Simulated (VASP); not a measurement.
# Ge (P-6m2) in VASP: notebook

The runs below take Ge through single point, with PBEsol.

All numbers are computed with VASP 6.6.1; they aren't measurements. Logs are shortened: lines on timing, memory, paths and dates and some standing lists are left out, and cuts for length are marked.

## Step 1: The cell of the first run

Symmetry: P-6m2, No. 187, hexagonal system. Conventional cell: a = 4.004 Å, b = 4.004 Å, c = 12.995 Å, α = 90.00°, β = 90.00°, γ = 120.00°. Ge (site symmetry 3m) has 4 Ge at 2.45 Å within 3.2 Å. Within 3.2 Å of Ge (site symmetry 3m) lie 4 Ge at 2.45 Å. Within 3.1 Å of Ge (site symmetry 3m) lie 4 Ge at 2.32 to 2.45 Å. Within 3.2 Å of Ge (site symmetry 3m) lie 4 Ge at 2.45 to 2.47 Å.

## Step 2: Single point, PBEsol

Contents of INCAR:

```
PREC = Accurate
ENCUT = 520
EDIFF = 1E-6
ISMEAR = 0
SIGMA = 0.15
LREAL = False
LASPH = True
NELM = 60
ALGO = Normal
ISIF = 2
LWAVE = False
LCHARG = False
GGA = PS
NBANDS = 66
```

Contents of KPOINTS:

```
regular mesh
0
Gamma
  11 11 3
```

Contents of POSCAR:

```
Ge
1.0
   -2.0020822485     -3.4677081753      0.0000000000
    2.0020822485     -3.4677081753      0.0000000000
    0.0000000000      0.0000000000     12.9950496104
Ge
8
Direct
    0.0000000000      0.0000000000      0.1586173341
    0.0000000000      0.0000000000      0.3471540944
    0.0000000000      0.0000000000      0.6643887626
    0.0000000000      0.0000000000      0.8529255230
    0.6666666667      0.6666666667      0.0952258690
    0.3333333333      0.3333333333      0.4105455595
    0.3333333333      0.3333333333      0.6009972975
    0.6666666667      0.6666666667      0.9163169880
```

Potentials or basis: VASP PAW PBE potentials, release 64 (Ge_d).

On the command line:

```sh
> cat potpaw_PBE.64/Ge_d/POTCAR > POTCAR
> mpirun -np 1 vasp_std > vasp.out
```

OUTCAR:

```text
PREC = Accurate
   ENCUT = 520
   EDIFF = 1E-6
   ISMEAR = 0
   LREAL = False
   LASPH = True
   NELM = 60
   ISIF = 2
   GGA = PS

 ion  position               nearest neighbor table
   1  0.000  0.000  0.159-   2 2.45   5 2.45   5 2.45   5 2.45
   2  0.000  0.000  0.347-   1 2.45   6 2.45   6 2.45   6 2.45
   3  0.000  0.000  0.664-   4 2.45   7 2.45   7 2.45   7 2.45
   4  0.000  0.000  0.853-   3 2.45   8 2.45   8 2.45   8 2.45
   5  0.667  0.667  0.095-   8 2.32   1 2.45   1 2.45   1 2.45
   6  0.333  0.333  0.411-   2 2.45   2 2.45   2 2.45   7 2.47
   7  0.333  0.333  0.601-   3 2.45   3 2.45   3 2.45   6 2.47
   8  0.667  0.667  0.916-   5 2.32   4 2.45   4 2.45   4 2.45

  LATTYP: Found a hexagonal cell.
 ALAT       =     4.0041644970
 C/A-ratio  =     3.2453835551

  Lattice vectors:

 A1 = (  -2.0020822485,   3.4677081753,   0.0000000000)
 A2 = (  -2.0020822485,  -3.4677081753,   0.0000000000)
 A3 = (   0.0000000000,   0.0000000000,  12.9950496104)

Analysis of symmetry for initial positions (statically):
=====================================================================
 Subroutine PRICEL returns:
 Original cell was already a primitive cell.

 Routine SETGRP: Setting up the symmetry group for a
 hexagonal supercell.

 Subroutine GETGRP returns: Found 12 space group operations
 (whereof  6 operations were pure point group operations)
 out of a pool of 24 trial point group operations.

The static configuration has the point symmetry C_3v.
 The point group associated with its full space group is D_3h.

Analysis of symmetry for dynamics (positions and initial velocities):
=====================================================================
 Subroutine PRICEL returns:
 Original cell was already a primitive cell.

 Routine SETGRP: Setting up the symmetry group for a
 hexagonal supercell.

 Subroutine GETGRP returns: Found 12 space group operations
 (whereof  6 operations were pure point group operations)
 out of a pool of 24 trial point group operations.

The dynamic configuration has the point symmetry C_3v.
 The point group associated with its full space group is D_3h.

 Subroutine INISYM returns: Found 12 space group operations
 (whereof  6 operations are pure point group operations),
 and found     1 'primitive' translations

----------------------------------------------------------------------------------------

                                     Primitive cell

  volume of cell :     180.4398

  direct lattice vectors                    reciprocal lattice vectors
    -2.002082248 -3.467708175  0.000000000    -0.249739990 -0.144187450  0.000000000
     2.002082248 -3.467708175  0.000000000     0.249739990 -0.144187450  0.000000000
     0.000000000  0.000000000 12.995049610     0.000000000  0.000000000  0.076952380

  length of vectors
     4.004164497  4.004164497 12.995049610     0.288374900  0.288374900  0.076952380

  position of ions in fractional coordinates (direct lattice)
     0.000000000  0.000000000  0.158617334
     0.000000000  0.000000000  0.347154094
     0.000000000  0.000000000  0.664388763
     0.000000000  0.000000000  0.852925523
     0.666666667  0.666666667  0.095225869
     0.333333333  0.333333333  0.410545560
     0.333333333  0.333333333  0.600997298
     0.666666667  0.666666667  0.916316988

  ion indices of the primitive-cell ions
   primitive index   ion index
                 1           1
                 2           2
                 3           3
                 4           4
                 5           5
                 6           6
                 7           7
                 8           8

----------------------------------------------------------------------------------------

 KPOINTS: regular mesh

Automatic generation of k-mesh.
 Grid dimensions read from file:
 generate k-points for:   11   11    3

 Generating k-lattice:

  Cartesian coordinates                     Fractional coordinates (reciprocal lattice)
    -0.022703635 -0.013107950  0.000000000     0.090909091  0.000000000  0.000000000
     0.022703635 -0.013107950  0.000000000     0.000000000  0.090909091  0.000000000
     0.000000000  0.000000000  0.025650793     0.000000000  0.000000000  0.333333333

  Length of vectors
     0.026215900  0.026215900  0.025650793

  Shift w.r.t. Gamma in fractional coordinates (k-lattice)
     0.000000000  0.000000000  0.000000000

 Subroutine IBZKPT returns following result:
 ===========================================

 Found     32 irreducible k-points:

 Following reciprocal coordinates:
            Coordinates               Weight
  0.000000  0.000000  0.000000      1.000000
  0.090909 -0.000000  0.000000      6.000000
  0.181818 -0.000000  0.000000      6.000000
  0.272727 -0.000000  0.000000      6.000000
  0.363636  0.000000  0.000000      6.000000
  0.454545  0.000000  0.000000      6.000000
[... 16 lines left out ...]
  0.181818  0.090909  0.333333     12.000000
  0.272727  0.090909  0.333333     24.000000
 [... further k-points ...]
   k-points           NKPTS =     32   k-points in BZ     NKDIM =     32   number of bands    NBANDS=     66
   number of dos      NEDOS =    301   number of ions     NIONS =      8
   total plane-waves  NPLWV =  88200
   dimension x,y,z NGX =    30 NGY =   30 NGZ =   98
   dimension x,y,z NGXF=    60 NGYF=   60 NGZF=  196
   ions per type =               8
   NGX,Y,Z   is equivalent  to a cutoff of  12.46, 12.46, 12.54 a.u.
   NGXF,Y,Z  is equivalent  to a cutoff of  24.91, 24.91, 25.07 a.u.
 SYSTEM =  unknown system
   PREC   = accura    normal or accurate (medium, high low for compatibility)
   ISTART =      0    job   : 0-new  1-cont  2-samecut
   ICHARG =      2    charge: 1-file 2-atom 10-const
   ISPIN  =      1    spin polarized calculation?
   LNONCOLLINEAR =      F non collinear calculations
   LSORBIT =      F    spin-orbit coupling
   LASPH  =      T    aspherical Exc in radial PAW
   ENCUT  =  520.0 eV  38.22 Ry    6.18 a.u.   7.45  7.45 24.16*2*pi/ulx,y,z
   NELM   =     60;   NELMIN=  2; NELMDL= -5     # of ELM steps
   EDIFF  = 0.1E-05   stopping-criterion for ELM
   LREAL  =      F    real-space projection
   EDIFFG = 0.1E-04   stopping-criterion for IOM
   NSW    =      0    number of steps for IOM
   IBRION =     -1    ionic relax: 0-MD 1-quasi-New 2-CG
   NFREE  =      0    steps in history (QN), initial steepest desc. (CG)
   ISIF   =      2    stress and relaxation
   ISYM   =      2    0-nonsym 1-usesym 2-fastsym
   POTIM  = 0.5000    time-step for ionic-motion
   TEBEG  =    0.0;   TEEND  =   0.0 temperature during run
   PSTRESS=    0.0 pullay stress
   NELECT =     112.0000    total number of electrons
   NUPDOWN=      -1.0000    fix difference up-down
   EMIN   =  10.00;   EMAX   =-10.00  energy-range for DOS
   EFERMI =   0.00;   METHOD = LEGACY
   ISMEAR =     0;   SIGMA  =   0.15  broadening in eV -4-tet -1-fermi 0-gaus
   EFERMI_NEDOS =   21; number of points for ismear=-14 and -15
   IALGO  =     38    algorithm
   IMIX   =      4    mixing-type and parameters
     AMIX     =   0.40;   BMIX     =  1.00
     AMIX_MAG =   1.60;   BMIX_MAG =  1.00
  volume/ion in A,a.u.               =      22.55       152.21
  Fermi-wavevector in a.u.,A,eV,Ry     =   1.396486  2.638977 26.533731  1.950174
  Thomas-Fermi vector in A             =   2.519836
   LORBIT       =      0    0 simple, 1 ext, 2 COOP (PROOUT), +10 PAW based schemes
   GGA     = PS    functional components
   LHFCALC =     F    Hartree Fock is set to
   AEXX    =    0.0000 exact exchange contribution
   IVDW    =     0    specifies the selected vdW correction
   LEPSILON=     F    determine dielectric tensor
   LRPA    =     F    only Hartree local field effects (RPA)
 non-spin polarized calculation
 Gauss-broadening in eV      SIGMA  =   0.15
  energy-cutoff  :      520.00
  volume of cell :      180.44
 maximum number of plane-waves:      4903
 NGX is ok and might be reduce to    30
   NGX = 15   NGY = 15   NGZ = 49

 number of electron     112.0000085 magnetization

 Free energy of the ion-electron system (eV)
  ---------------------------------------------------
  ext. energy  EPLUGINS =         0.00000000
  ---------------------------------------------------
  free energy    TOTEN  =       -39.34469951 eV

  energy without entropy =      -39.34183994  energy(sigma->0) =      -39.34326973

 E-fermi :   4.9637     XC(G=0): -10.1431

 val. band max:        4.9514307085   @ k =   0.0000   0.0000   0.0000
 cond. band min:       4.9941938982   @ k =   0.0000   0.0000   0.0000
 fundamental gap:      0.0427631897
 Fermi energy:         4.9636719308

 k-point     1 :       0.0000    0.0000    0.0000
  band No.  band energies     occupation
      1     -19.9678      2.00000
      2     -19.9310      2.00000
      3     -19.9310      2.00000
      4     -19.8982      2.00000
      5     -19.8982      2.00000
      6     -19.8842      2.00000
[... 58 lines left out ...]
     65       8.0536      0.00000
     66       8.7214      0.00000

 k-point     2 :       0.0909   -0.0000    0.0000
  band No.  band energies     occupation
      1     -19.9720      2.00000
      2     -19.9326      2.00000
      3     -19.9298      2.00000
      4     -19.9005      2.00000
      5     -19.9003      2.00000
      6     -19.8873      2.00000
[... 58 lines left out ...]
     65       8.4103      0.00000
     66       8.5126      0.00000

 k-point     3 :       0.1818   -0.0000    0.0000
  band No.  band energies     occupation
      1     -19.9803      2.00000
      2     -19.9356      2.00000
      3     -19.9291      2.00000
      4     -19.9055      2.00000
      5     -19.9040      2.00000
      6     -19.8922      2.00000
[... 1438 lines left out ...]
     65       8.6327      0.00000
     66       8.6758      0.00000

 k-point    24 :       0.2727    0.0909    0.3333
  band No.  band energies     occupation
      1     -19.9851      2.00000
      2     -19.9395      2.00000
      3     -19.9274      2.00000
      4     -19.9116      2.00000
      5     -19.9082      2.00000
      6     -19.8913      2.00000
[... 58 lines left out ...]
     65       9.0390      0.00000
     66       9.1708      0.00000

 [... further k-points ...]
[... 5 lines left out ...]
  --------------------------------------------------------------------------------------
  -------------------------------------------------------------------------------------
  Total       -0.1195611     -0.1195611      3.3004550     -0.0000000      0.0000000     -0.0000000
  in kB       -1.0616180     -1.0616180     29.3056936     -0.0000000      0.0000000     -0.0000000
  external PRESSURE =       9.0608192 kB  Pullay stress =       0.0000000 kB

 VOLUME and BASIS-vectors are now :
 -----------------------------------------------------------------------------
  energy-cutoff  :      520.00
  volume of cell :      180.44
      direct lattice vectors                 reciprocal lattice vectors
    -2.002082248 -3.467708175  0.000000000    -0.249739990 -0.144187450  0.000000000
     2.002082248 -3.467708175  0.000000000     0.249739990 -0.144187450  0.000000000
     0.000000000  0.000000000 12.995049610     0.000000000  0.000000000  0.076952380

 POSITION                                       TOTAL-FORCE (eV/Angst)
 -----------------------------------------------------------------------------------
      0.00000      0.00000      2.06124        -0.000000      0.000000      0.141181
      0.00000      0.00000      4.51128         0.000000     -0.000000     -0.009205
      0.00000      0.00000      8.63376        -0.000000     -0.000000      0.009205
      0.00000      0.00000     11.08381         0.000000      0.000000     -0.141181
      0.00000     -4.62361      1.23746         0.000000      0.000000      1.285230
      0.00000     -2.31181      5.33506         0.000000      0.000000      0.002194
      0.00000     -2.31181      7.80999        -0.000000      0.000000     -0.002194
      0.00000     -4.62361     11.90758         0.000000      0.000000     -1.285230
 -----------------------------------------------------------------------------------
    total drift:                               -0.000000      0.000000     -0.000022

  FREE ENERGIE OF THE ION-ELECTRON SYSTEM (eV)
  ---------------------------------------------------
  free  energy   TOTEN  =       -39.3446995150 eV

  energy  without entropy=      -39.3418399430  energy(sigma->0) =      -39.34326973
```

It took 9.3 min on 1 thread of Oxide Virtual Turin-like, shared host; peak memory 0.38 GiB.

What came out:

- Free energy: -39.3447 eV
- Pressure: 0.9 GPa
- Largest force: 1.285 eV/Å
- Band gap on the k mesh: zero (band 56 reaches 4.99 eV, above the bottom of band 57 at 4.91 eV)

Forces on the atoms (eV/Å):
```
Ge   0.000  0.000  0.141
Ge   0.000  0.000 -0.009
Ge   0.000  0.000  0.009
Ge   0.000  0.000 -0.141
Ge   0.000  0.000  1.285
Ge   0.000  0.000  0.002
Ge   0.000  0.000 -0.002
Ge   0.000  0.000 -1.285
```

Caveat: the PAW data sets were made with another functional, which shifts forces and pressure a little.

## Step 3: Single point, PBEsol

This run uses another cell than the first one, of 23.25 Å³/atom, 1.031 times its volume.

Contents of INCAR:

```
SYSTEM = Ge
PREC = Accurate
ENCUT = 520
EDIFF = 1E-7
ISMEAR = 0
SIGMA = 0.15
LREAL = .FALSE.
LASPH = .TRUE.
NELM = 80
ALGO = Normal
ISIF = 2
LWAVE = .FALSE.
LCHARG = .TRUE.
GGA = PS
LELF = .TRUE.
LVHAR = .TRUE.
NBANDS = 66
```

Contents of KPOINTS:

```
Automatic mesh
0
G
  11 11 3
  0 0 0
```

Contents of POSCAR:

```
Ge
1.0
   -2.0020822485     -3.4677081753      0.0000000000
    2.0020822485     -3.4677081753      0.0000000000
    0.0000000000      0.0000000000     13.3950496104
Ge
8
Direct
    0.0000000000      0.0000000000      0.1538807384
    0.0000000000      0.0000000000      0.3367874559
    0.0000000000      0.0000000000      0.6445489328
    0.0000000000      0.0000000000      0.8274556502
    0.6666666667      0.6666666667      0.0923822552
    0.3333333333      0.3333333333      0.3982859391
    0.3333333333      0.3333333333      0.5830504496
    0.6666666667      0.6666666667      0.8889541334
```

Potentials or basis: VASP PAW PBE potentials, release 64 (Ge_d).

On the command line:

```sh
> cat potpaw_PBE.64/Ge_d/POTCAR > POTCAR
> mpirun -np 1 vasp_std > vasp.out
```

It took 9.6 min on 1 thread of Oxide Virtual Turin-like, shared host; peak memory 0.4 GiB.

It converged, with:

| Property | Result |
| --- | --- |
| Free energy | -39.2800 eV |
| Pressure | -0.9 GPa |
| Largest force | 0.949 eV/Å |
| Band gap on the k mesh | zero (filled and empty bands touch) |

Forces on the atoms (eV/Å):
```
Ge   0.000  0.000 -0.157
Ge   0.000  0.000  0.011
Ge   0.000  0.000 -0.011
Ge   0.000  0.000  0.157
Ge   0.000  0.000 -0.949
Ge   0.000  0.000 -0.005
Ge   0.000  0.000  0.005
Ge   0.000  0.000  0.949
```

Stress tensor (GPa, compression positive):
```
 0.03  0.00  0.00
 0.00  0.03  0.00
 0.00  0.00 -2.62
```

Levels at points of the mesh, in eV from the Fermi level:
| k point | band 52 | band 53 | band 54 | band 55 | band 56 | band 57 | band 58 | band 59 | band 60 | band 61 |
| --- | --- | --- | --- | --- | --- | --- | --- | --- | --- | --- |
| (0.00, 0.00, 0.00) | -0.74 | -0.74 | -0.23 | -0.02 | 0.03 | 0.03 | 0.06 | 0.57 | 0.76 | 2.36 |

Caveat: the PAW data sets were made with another functional, which shifts forces and pressure a little.
